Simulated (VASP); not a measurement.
A run of VASP 6.6.1 is set up as follows.

The input INCAR:

```
PREC     = Accurate       # precision mode
ENCUT    = 600            # plane-wave cutoff, eV
EDIFF    = 1E-7           # SCF threshold, eV
ISMEAR   = -1             # smearing method
SIGMA    = 0.05           # smearing width, eV
LREAL    = F              # projectors in reciprocal space
LASPH    = T              # aspherical terms in the spheres
NELM     = 100            # most SCF steps
ALGO     = Normal         # electronic algorithm
ISIF     = 3              # what is computed and relaxed
LWAVE    = F              # write WAVECAR
LCHARG   = F              # write CHGCAR
IBRION   = 2              # ionic algorithm
NSW      = 80             # ionic steps
EDIFFG   = -0.03          # ionic threshold
```

KPOINTS

```
Automatic mesh
0
Gamma
  6 6 6
```

Contents of POSCAR:

```
LaTe
1.0
    3.9600000000      0.0000000000      0.0000000000
    0.0000000000      3.9600000000      0.0000000000
    0.0000000000      0.0000000000      3.9600000000
La Te
1 1
Direct
    0.0000000000      0.0000000000      0.0000000000
    0.5000000000      0.5000000000      0.5000000000
```

Potentials or basis: VASP PAW LDA potentials, release 64 (La, Te).

Command:

```bash
$ cat potpaw_LDA.64/La/POTCAR potpaw_LDA.64/Te/POTCAR > POTCAR
$ mpirun -np 1 vasp_std > vasp.out
```

**Question.** Estimate the space group after relaxing (to 0.05 Å).

**Answer.** Pm-3m (No. 221).

**Question.** Predict the relaxed volume.

**Answer.** 28.44 Å³/atom.

**Question.** What does it give for the relaxed cell?

**Answer.** a = 3.846 Å, b = 3.846 Å, c = 3.846 Å, α = 90.00°, β = 90.00°, γ = 90.00°.

Final structure:
```
La Te
1.0
     3.84586    0.00000    0.00000
     0.00000    3.84586    0.00000
     0.00000    0.00000    3.84586
La Te
1 1
Direct
  0.00000 0.00000 0.00000
  0.50000 0.50000 0.50000
```
